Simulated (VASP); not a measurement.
Write the native input for VASP 6.6.1 that does the following.

| Quantity | Value |
| --- | --- |
| Task | relaxation of cell and atoms |
| Functional | PBE |
| Potentials or basis | VASP PAW PBE potentials, release 64 (Ca_sv, H) |
| Cutoff | 600 eV |
| k mesh | 10 × 10 × 10 |
| Occupations | gaussian, width 0.03 eV |
| Spin | no spin polarisation |
| Target pressure | 25 GPa |
| Dipole correction | no |
| Further INCAR settings | ALGO = Normal; EDIFF = 1e-07; IBRION = 2; EDIFFG = -0.002; NSW = 80; ISIF = 3 |

The structure of CaH4 lies in POSCAR:

```
CaH4
1.0
   -1.6000000000      1.6000000000      3.0500000000
    1.6000000000     -1.6000000000      3.0500000000
    1.6000000000      1.6000000000     -3.0500000000
Ca H
1 4
Direct
    0.0000000000      0.0000000000      0.0000000000
    0.7500000000      0.2500000000      0.5000000000
    0.2500000000      0.7500000000      0.5000000000
    0.4400000000      0.4400000000      0.0000000000
    0.5600000000      0.5600000000      0.0000000000
```

These files were run (other wordings do the same):

INCAR

```
SYSTEM = CaH4
PREC     = Accurate       ! precision mode
ENCUT    = 600            ! plane-wave cutoff, eV
EDIFF    = 1E-7           ! SCF threshold, eV
ISMEAR   = 0              ! smearing method
SIGMA    = 0.03           ! smearing width, eV
LREAL    = .FALSE.        ! projectors in reciprocal space
LASPH    = .TRUE.         ! aspherical terms in the spheres
NELM     = 60             ! most SCF steps
ALGO     = Normal         ! electronic algorithm
ISIF     = 3              ! what is computed and relaxed
LWAVE    = .FALSE.        ! write WAVECAR
LCHARG   = .FALSE.        ! write CHGCAR
GGA      = PE             ! functional
IBRION   = 2              ! ionic algorithm
NSW      = 80             ! ionic steps
EDIFFG   = -0.002         ! ionic threshold
PSTRESS  = 250.0
```

KPOINTS

```
regular mesh
0
G
  10 10 10
  0 0 0
```

Potentials or basis: VASP PAW PBE potentials, release 64 (Ca_sv, H).

The run is started by

```sh
$ cat potpaw_PBE.64/Ca_sv/POTCAR potpaw_PBE.64/H/POTCAR > POTCAR
$ mpirun -np 1 vasp_std > vasp.out
```

Results of the run:

```json
{
  "Relaxed volume": "6.19 Å³/atom",
  "Relaxed cell": "a = 3.638 Å, b = 3.638 Å, c = 3.638 Å, α = 125.18°, β = 125.18°, γ = 81.24°",
  "Space group after relaxing (to 0.1 Å)": "I4/mmm (No. 139)",
  "Energy change on relaxing (the run minimises the enthalpy)": "-43.8 meV/atom",
  "Ionic steps": "15",
  "Pressure after relaxing": "25.0 GPa",
  "Band gap on the k mesh": "0.66 eV (least direct gap 2.06 eV)"
}
```

Caveat: the cell is relaxed towards a set pressure, so the run minimises the enthalpy, not the energy.

Run time: 4.9 min on 1 thread of Intel(R) Xeon(R) Platinum 8488C (Sapphire Rapids) (shared host), peak memory 0.22 GiB.
